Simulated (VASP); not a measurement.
# Sr (Fm-3m) in VASP: notebook

Sr is run at these levels: revPBE; tasks: single point.

Everything below comes from runs of VASP 6.6.1. Logs are shortened: lines on timing, memory, paths and dates and some standing lists are left out, and cuts for length are marked.

### Step 1. The cell of the first run

The structure is cubic, space group Fm-3m (No. 225). Conventional cell: a = 6.213 Å, b = 6.213 Å, c = 6.213 Å, α = 90.00°, β = 90.00°, γ = 90.00°. Within 5.8 Å of Sr (site symmetry m-3m) lie 12 Sr at 4.39 Å.

### Step 2. Single point, revPBE (59.95 Å³/atom)

File INCAR:

```
PREC = Accurate
ENCUT = 520
EDIFF = 1E-6
ISMEAR = -1
SIGMA = 0.1
LREAL = F
LASPH = T
NELM = 60
ALGO = Normal
ISIF = 2
LWAVE = F
LCHARG = F
GGA = RE
NBANDS = 11
```

File KPOINTS:

```
regular mesh
0
Gamma
  15 15 15
```

File POSCAR:

```
Sr
1.0
    0.0000000000      3.1063785008      3.1063785008
    3.1063785008      0.0000000000      3.1063785008
    3.1063785008      3.1063785008      0.0000000000
Sr
1
Direct
    0.0000000000      0.0000000000      0.0000000000
```

Potentials or basis: VASP PAW PBE potentials, release 64 (Sr_sv).

On the command line:

```sh
$ cat potpaw_PBE.64/Sr_sv/POTCAR > POTCAR
$ mpirun -np 1 vasp_std > vasp.out
```

OUTCAR:

```text
PREC = Accurate
   ENCUT = 520
   EDIFF = 1E-6
   ISMEAR = -1
   LREAL = F
   LASPH = T
   NELM = 60
   ISIF = 2
   GGA = RE

 ion  position               nearest neighbor table
   1  0.000  0.000  0.000-

  LATTYP: Found a face centered cubic cell.
 ALAT       =     6.2127570016

  Lattice vectors:

 A1 = (   0.0000000000,   3.1063785008,   3.1063785008)
 A2 = (   3.1063785008,   0.0000000000,   3.1063785008)
 A3 = (   3.1063785008,   3.1063785008,   0.0000000000)

Analysis of symmetry for initial positions (statically):
=====================================================================
 Subroutine PRICEL returns:
 Original cell was already a primitive cell.

 Routine SETGRP: Setting up the symmetry group for a
 face centered cubic supercell.

 Subroutine GETGRP returns: Found 48 space group operations
 (whereof 48 operations were pure point group operations)
 out of a pool of 48 trial point group operations.

The static configuration has the point symmetry O_h .

Analysis of symmetry for dynamics (positions and initial velocities):
=====================================================================
 Subroutine PRICEL returns:
 Original cell was already a primitive cell.

 Routine SETGRP: Setting up the symmetry group for a
 face centered cubic supercell.

 Subroutine GETGRP returns: Found 48 space group operations
 (whereof 48 operations were pure point group operations)
 out of a pool of 48 trial point group operations.

The dynamic configuration has the point symmetry O_h .

 Subroutine INISYM returns: Found 48 space group operations
 (whereof 48 operations are pure point group operations),
 and found     1 'primitive' translations

----------------------------------------------------------------------------------------

                                     Primitive cell

  volume of cell :      59.9505

  direct lattice vectors                    reciprocal lattice vectors
     0.000000000  3.106378501  3.106378501    -0.160959136  0.160959136  0.160959136
     3.106378501  0.000000000  3.106378501     0.160959136 -0.160959136  0.160959136
     3.106378501  3.106378501  0.000000000     0.160959136  0.160959136 -0.160959136

  length of vectors
     4.393082606  4.393082606  4.393082606     0.278789402  0.278789402  0.278789402

  position of ions in fractional coordinates (direct lattice)
     0.000000000  0.000000000  0.000000000

  ion indices of the primitive-cell ions
   primitive index   ion index
                 1           1

----------------------------------------------------------------------------------------

 KPOINTS: regular mesh

Automatic generation of k-mesh.
 Grid dimensions read from file:
 generate k-points for:   15   15   15

 Generating k-lattice:

  Cartesian coordinates                     Fractional coordinates (reciprocal lattice)
    -0.010730609  0.010730609  0.010730609     0.066666667  0.000000000  0.000000000
     0.010730609 -0.010730609  0.010730609     0.000000000  0.066666667  0.000000000
     0.010730609  0.010730609 -0.010730609     0.000000000  0.000000000  0.066666667

  Length of vectors
     0.018585960  0.018585960  0.018585960

  Shift w.r.t. Gamma in fractional coordinates (k-lattice)
     0.000000000  0.000000000  0.000000000

 Subroutine IBZKPT returns following result:
 ===========================================

 Found    120 irreducible k-points:

 Following reciprocal coordinates:
            Coordinates               Weight
  0.000000  0.000000  0.000000      1.000000
  0.066667  0.000000  0.000000      8.000000
  0.133333  0.000000  0.000000      8.000000
  0.200000  0.000000  0.000000      8.000000
  0.266667  0.000000  0.000000      8.000000
  0.333333  0.000000  0.000000      8.000000
[... 16 lines left out ...]
  0.133333  0.133333  0.000000      6.000000
  0.200000  0.133333  0.000000     24.000000
 [... further k-points ...]
   k-points           NKPTS =    120   k-points in BZ     NKDIM =    120   number of bands    NBANDS=     11
   number of dos      NEDOS =    301   number of ions     NIONS =      1
   total plane-waves  NPLWV =  46656
   dimension x,y,z NGX =    36 NGY =   36 NGZ =   36
   dimension x,y,z NGXF=    72 NGYF=   72 NGZF=   72
   ions per type =               1
   NGX,Y,Z   is equivalent  to a cutoff of  13.62, 13.62, 13.62 a.u.
   NGXF,Y,Z  is equivalent  to a cutoff of  27.25, 27.25, 27.25 a.u.
 SYSTEM =  unknown system
   PREC   = accura    normal or accurate (medium, high low for compatibility)
   ISTART =      0    job   : 0-new  1-cont  2-samecut
   ICHARG =      2    charge: 1-file 2-atom 10-const
   ISPIN  =      1    spin polarized calculation?
   LNONCOLLINEAR =      F non collinear calculations
   LSORBIT =      F    spin-orbit coupling
   LASPH  =      T    aspherical Exc in radial PAW
   ENCUT  =  520.0 eV  38.22 Ry    6.18 a.u.   8.17  8.17  8.17*2*pi/ulx,y,z
   NELM   =     60;   NELMIN=  2; NELMDL= -5     # of ELM steps
   EDIFF  = 0.1E-05   stopping-criterion for ELM
   LREAL  =      F    real-space projection
[... 7 lines left out ...]
   TEBEG  =    0.0;   TEEND  =   0.0 temperature during run
   PSTRESS=    0.0 pullay stress
   NELECT =      10.0000    total number of electrons
   NUPDOWN=      -1.0000    fix difference up-down
   EMIN   =  10.00;   EMAX   =-10.00  energy-range for DOS
   EFERMI =   0.00;   METHOD = LEGACY
   ISMEAR =    -1;   SIGMA  =   0.10  broadening in eV -4-tet -1-fermi 0-gaus
   EFERMI_NEDOS =   21; number of points for ismear=-14 and -15
   IALGO  =     38    algorithm
   IMIX   =      4    mixing-type and parameters
     AMIX     =   0.40;   BMIX     =  1.00
     AMIX_MAG =   1.60;   BMIX_MAG =  1.00
  volume/ion in A,a.u.               =      59.95       404.57
  Fermi-wavevector in a.u.,A,eV,Ry     =   0.901178  1.702979 11.049582  0.812121
  Thomas-Fermi vector in A             =   2.024227
   LORBIT       =      0    0 simple, 1 ext, 2 COOP (PROOUT), +10 PAW based schemes
   GGA     = RE    functional components
   LHFCALC =     F    Hartree Fock is set to
   AEXX    =    0.0000 exact exchange contribution
   IVDW    =     0    specifies the selected vdW correction
   LEPSILON=     F    determine dielectric tensor
   LRPA    =     F    only Hartree local field effects (RPA)
 non-spin polarized calculation
  energy-cutoff  :      520.00
  volume of cell :       59.95
 maximum number of plane-waves:      1639
 NGX is ok and might be reduce to    36
   NGX = 17   NGY = 17   NGZ = 17

 number of electron      10.0000000 magnetization

 Free energy of the ion-electron system (eV)
  ---------------------------------------------------
  ext. energy  EPLUGINS =         0.00000000
  ---------------------------------------------------
  free energy    TOTEN  =        -1.50006505 eV

  energy without entropy =       -1.45535348  energy(sigma->0) =       -1.47770927

 E-fermi :   1.3448     XC(G=0):  -7.0103

 val. band max:        1.3381724401   @ k =  -0.3333   0.4000   0.2000
 cond. band min:       1.3460626373   @ k =  -0.3333   0.4667   0.2000
 fundamental gap:      0.0078901972
 Fermi energy:         1.3447844035

 k-point     1 :       0.0000    0.0000    0.0000
  band No.  band energies     occupation
      1     -35.4539      2.00000
      2     -17.3560      2.00000
      3     -17.3560      2.00000
      4     -17.3560      2.00000
      5      -2.1186      2.00000
      6       3.6613      0.00000
      7       3.6613      0.00000
      8       3.6613      0.00000
      9       4.9980      0.00000
     10       4.9980      0.00000
     11       8.1872      0.00000

 k-point     2 :       0.0667    0.0000    0.0000
  band No.  band energies     occupation
      1     -35.4535      2.00000
      2     -17.3622      2.00000
      3     -17.3569      2.00000
      4     -17.3569      2.00000
      5      -2.0528      2.00000
      6       3.5537      0.00000
      7       3.6929      0.00000
      8       3.6929      0.00000
      9       4.9554      0.00000
     10       4.9554      0.00000
     11       8.3611      0.00000

 k-point     3 :       0.1333    0.0000    0.0000
  band No.  band energies     occupation
      1     -35.4524      2.00000
      2     -17.3796      2.00000
      3     -17.3593      2.00000
      4     -17.3593      2.00000
      5      -1.8586      2.00000
      6       3.2768      0.00000
      7       3.7680      0.00000
      8       3.7680      0.00000
      9       4.8698      0.00000
     10       4.8698      0.00000
     11       8.7235      0.00000

 k-point     4 :       0.2000    0.0000    0.0000
  band No.  band energies     occupation
      1     -35.4508      2.00000
      2     -17.4051      2.00000
      3     -17.3628      2.00000
      4     -17.3628      2.00000
      5      -1.5467      2.00000
      6       2.9135      0.00000
      7       3.8201      0.00000
      8       3.8201      0.00000
      9       4.8530      0.00000
     10       4.8530      0.00000
     11       8.2191      0.00000

 k-point     5 :       0.2667    0.0000    0.0000
  band No.  band energies     occupation
      1     -35.4490      2.00000
      2     -17.4340      2.00000
      3     -17.3669      2.00000
      4     -17.3669      2.00000
      5      -1.1355      2.00000
      6       2.5207      0.00002
      7       3.7796      0.00000
      8       3.7796      0.00000
      9       5.0091      0.00000
     10       5.0091      0.00000
     11       7.6392      0.00000

 k-point     6 :       0.3333    0.0000    0.0000
  band No.  band energies     occupation
      1     -35.4472      2.00000
      2     -17.4615      2.00000
      3     -17.3708      2.00000
      4     -17.3708      2.00000
      5      -0.6545      2.00000
      6       2.1213      0.00085
      7       3.6770      0.00000
      8       3.6770      0.00000
      9       5.3121      0.00000
     10       5.3121      0.00000
     11       7.1538      0.00000

 k-point     7 :       0.4000    0.0000    0.0000
  band No.  band energies     occupation
      1     -35.4458      2.00000
      2     -17.4828      2.00000
      3     -17.3738      2.00000
      4     -17.3738      2.00000
      5      -0.1531      2.00000
      6       1.7244      0.04395
      7       3.5791      0.00000
      8       3.5791      0.00000
      9       5.6553      0.00000
     10       5.6553      0.00000
     11       6.7825      0.00000

 k-point     8 :       0.4667    0.0000    0.0000
  band No.  band energies     occupation
      1     -35.4450      2.00000
      2     -17.4944      2.00000
      3     -17.3754      2.00000
      4     -17.3754      2.00000
      5       0.2540      1.99996
      6       1.3898      0.77874
      7       3.5231      0.00000
      8       3.5231      0.00000
      9       5.8984      0.00000
     10       5.8984      0.00000
     11       6.5708      0.00000
[... 141 lines left out ...]
 k-point    19 :      -0.2667    0.0667    0.0000
  band No.  band energies     occupation
      1     -35.4481      2.00000
      2     -17.4435      2.00000
      3     -17.3744      2.00000
      4     -17.3668      2.00000
      5      -0.9277      2.00000
      6       2.3862      0.00006
      7       3.6238      0.00000
      8       3.8173      0.00000
      9       4.8536      0.00000
     10       5.3557      0.00000
     11       7.5491      0.00000

 k-point    20 :      -0.2000    0.0667    0.0000
  band No.  band energies     occupation
      1     -35.4499      2.00000
      2     -17.4156      2.00000
      3     -17.3700      2.00000
      4     -17.3627      2.00000
      5      -1.3647      2.00000
      6       2.7650      0.00000
      7       3.7180      0.00000
      8       3.9038      0.00000
      9       4.6312      0.00000
     10       5.1123      0.00000
     11       8.1188      0.00000

 k-point    21 :      -0.1333    0.0667    0.0000
  band No.  band energies     occupation
      1     -35.4516      2.00000
      2     -17.3898      2.00000
      3     -17.3652      2.00000
      4     -17.3593      2.00000
      5      -1.7105      2.00000
      6       3.1168      0.00000
      7       3.7482      0.00000
      8       3.8570      0.00000
      9       4.6480      0.00000
     10       5.0021      0.00000
     11       8.7206      0.00000

 k-point    22 :      -0.0667    0.0667    0.0000
  band No.  band energies     occupation
      1     -35.4529      2.00000
      2     -17.3708      2.00000
      3     -17.3605      2.00000
      4     -17.3572      2.00000
      5      -1.9441      2.00000
      6       3.4013      0.00000
      7       3.7205      0.00000
      8       3.7528      0.00000
      9       4.8046      0.00000
     10       4.9863      0.00000
     11       8.6271      0.00000

 k-point    23 :       0.1333    0.1333    0.0000
  band No.  band energies     occupation
      1     -35.4519      2.00000
      2     -17.3789      2.00000
      3     -17.3646      2.00000
      4     -17.3646      2.00000
      5      -1.7725      2.00000
      6       3.2005      0.00000
      7       3.8252      0.00000
      8       3.8252      0.00000
      9       4.4284      0.00000
     10       5.1308      0.00000
     11       9.0383      0.00000

 k-point    24 :       0.2000    0.1333    0.0000
  band No.  band energies     occupation
      1     -35.4507      2.00000
      2     -17.3955      2.00000
      3     -17.3690      2.00000
      4     -17.3678      2.00000
      5      -1.5430      2.00000
      6       2.9655      0.00000
      7       3.8549      0.00000
      8       3.9106      0.00000
      9       4.2613      0.00000
     10       5.1895      0.00000
     11       9.0486      0.00000

 [... further k-points ...]
[... 5 lines left out ...]
  --------------------------------------------------------------------------------------
  -------------------------------------------------------------------------------------
  Total       -0.1484067     -0.1484067     -0.1484067     -0.0000000     -0.0000000      0.0000000
  in kB       -3.9661664     -3.9661664     -3.9661664     -0.0000000     -0.0000000      0.0000000
  external PRESSURE =      -3.9661664 kB  Pullay stress =       0.0000000 kB

 VOLUME and BASIS-vectors are now :
 -----------------------------------------------------------------------------
  energy-cutoff  :      520.00
  volume of cell :       59.95
      direct lattice vectors                 reciprocal lattice vectors
     0.000000000  3.106378501  3.106378501    -0.160959136  0.160959136  0.160959136
     3.106378501  0.000000000  3.106378501     0.160959136 -0.160959136  0.160959136
     3.106378501  3.106378501  0.000000000     0.160959136  0.160959136 -0.160959136

 POSITION                                       TOTAL-FORCE (eV/Angst)
 -----------------------------------------------------------------------------------
      0.00000      0.00000      0.00000         0.000000      0.000000     -0.000000
 -----------------------------------------------------------------------------------
    total drift:                               -0.000000      0.000000      0.000000

  FREE ENERGIE OF THE ION-ELECTRON SYSTEM (eV)
  ---------------------------------------------------
  free  energy   TOTEN  =        -1.5000650510 eV

  energy  without entropy=       -1.4553534801  energy(sigma->0) =       -1.47770927
```

It took 36 s on 1 thread of Intel Xeon 6975P-C (Granite Rapids), shared host; peak memory 0.24 GiB.

Results:

- Free energy: -1.5001 eV
- Pressure: -0.4 GPa
- Band gap on the k mesh: zero (bands 5 and 6 overlap by 0.14 eV)

Caveat: the PAW data sets were made with another functional, which shifts forces and pressure a little.

### Step 3. Single point, revPBE (62.26 Å³/atom)

This run uses another cell than the first one, of 62.26 Å³/atom.

File INCAR:

```
ALGO     = Normal         # electronic algorithm
EDIFF    = 1E-6           # SCF threshold, eV
ENCUT    = 520            # plane-wave cutoff, eV
GGA      = RE             # functional
ISIF     = 2              # what is computed and relaxed
ISMEAR   = -1             # smearing method
LASPH    = T              # aspherical terms in the spheres
LCHARG   = F              # write CHGCAR
LREAL    = F              # projectors in reciprocal space
LWAVE    = F              # write WAVECAR
NBANDS   = 11             # bands
NELM     = 80             # most SCF steps
PREC     = Accurate       # precision mode
SIGMA    = 0.1            # smearing width, eV
```

File KPOINTS:

```
k-points
0
Gamma
  15 15 15
```

File POSCAR:

```
Sr
1.0
    0.0000000000      3.1457039224      3.1457039224
    3.1457039224      0.0000000000      3.1457039224
    3.1457039224      3.1457039224      0.0000000000
Sr
1
Direct
    0.0000000000      0.0000000000      0.0000000000
```

Potentials or basis: VASP PAW PBE potentials, release 64 (Sr_sv).

On the command line:

```sh
$ cat potpaw_PBE.64/Sr_sv/POTCAR > POTCAR
$ mpirun -np 1 vasp_std > vasp.out
```

It took 40 s on 1 thread of Intel Xeon 6975P-C (Granite Rapids), shared host; peak memory 0.25 GiB.

Results (log left out):

| Item | Value |
| --- | --- |
| Free energy | -1.4919 eV |
| Pressure | -0.7 GPa |
| Band gap on the k mesh | zero (bands 5 and 6 overlap by 0.19 eV) |

Levels at points of the mesh, in eV from the Fermi level:
| k point | band 2 | band 3 | band 4 | band 5 | band 6 | band 7 | band 8 | band 9 |
| --- | --- | --- | --- | --- | --- | --- | --- | --- |
| (0.00, 0.00, 0.00) | -18.78 | -18.78 | -18.78 | -3.40 | 2.28 | 2.28 | 2.28 | 3.56 |

Caveat: the PAW data sets were made with another functional, which shifts forces and pressure a little.

[end of part 1 of 2]
